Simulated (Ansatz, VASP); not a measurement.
**Hg in VASP and in Ansatz**

```
CELL_PARAMETERS angstrom
1.72900 0.99824 2.22800
-1.72900 0.99824 2.22800
0.00000 -1.99648 2.22800
ATOMIC_POSITIONS crystal
Hg 0.00000 0.00000 0.00000
```

Alike in both runs: task relaxation of cell and atoms; functional PBE; k mesh 11 × 11 × 11; occupations fermi-dirac, width 0.1 eV; no spin polarisation.

|  | VASP | Ansatz |
| --- | --- | --- |
| version | VASP 6.6.1 | Ansatz 0.2.0 |
| potentials or method | VASP PAW PBE potentials, release 64 (Hg), cutoff 600 eV | plane waves (420 eV) with PAW, scalar-relativistic |
| valence electrons in the cell | 12 | 20 |

```tsv
	VASP	Ansatz	Ansatz less VASP
relaxed volume (Å³/atom)	29.00	29.55	+0.552
relaxed length of the cell vector where the two differ most in proportion (Å)	3.144	3.108	-0.0356
```

VASP's potentials hold 12 valence electrons a cell and Ansatz's 20, so a difference there can come from the potentials and not from the codes.

Neither program's run includes spin-orbit coupling. Noted on VASP's run: the volume moved by over 15 % at a fixed basis, so the end points are rough.
